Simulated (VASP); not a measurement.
RbAsPd: single point with r2SCAN

The system is RbAsPd.

```
As Pd Rb
1.0
     4.48517    0.00000    0.00000
     0.00000    4.48517    0.00000
     0.00000    0.00000    8.22009
As Pd Rb
2 2 2
Direct
  0.00000 0.50000 0.18840
  0.50000 0.00000 0.81160
  0.00000 0.00000 0.00000
  0.50000 0.50000 0.00000
  0.00000 0.50000 0.64340
  0.50000 0.00000 0.35660
```

* Program: VASP 6.6.1
* Task: single point
* Functional: r2SCAN
* Potentials or basis: VASP PAW PBE potentials, release 64 (As, Pd, Rb_sv)
* Cutoff: 520 eV
* k mesh: 4 × 4 × 3
* Occupations: methfessel-paxton, width 0.1244 eV
* Spin: no spin polarisation

```
Pressure               : -5.3 GPa
Largest force          : 1.976 eV/Å
Band gap on the k mesh : zero (bands 24 and 25 overlap by 0.66 eV)
```

Forces on the atoms (eV/Å):
```
As   0.000  0.000 -1.976
As   0.000  0.000  1.976
Pd   0.000  0.000  0.000
Pd   0.000  0.000  0.000
Rb   0.000  0.000  0.311
Rb   0.000  0.000 -0.311
```

Stress tensor (GPa, compression positive):
```
-4.89  0.00  0.00
 0.00 -4.89  0.00
 0.00  0.00 -6.26
```

Levels at points of the mesh, in eV from the Fermi level:
```
           k point  band 20  band 21  band 22  band 23  band 24  band 25  band 26  band 27  band 28  band 29
(0.00, 0.00, 0.00)    -1.67    -1.05    -0.69    -0.69     0.07     1.03     1.27     1.27     2.26     3.55
(0.50, 0.00, 0.00)    -2.39    -2.25    -2.25    -0.17    -0.17     0.50     0.50     2.96     2.96     3.96
(0.50, 0.50, 0.00)    -2.00    -1.59    -1.59    -1.19    -1.19    -0.57    -0.57     2.93     2.93     3.59
```

Wall time 3 min on 1 thread of AMD EPYC 9R45 96-Core Processor (Zen 5) (shared host), peak memory 0.31 GiB.

Caveat: the cell stands under tension; the PAW data sets were made with another functional, which shifts forces and pressure a little.
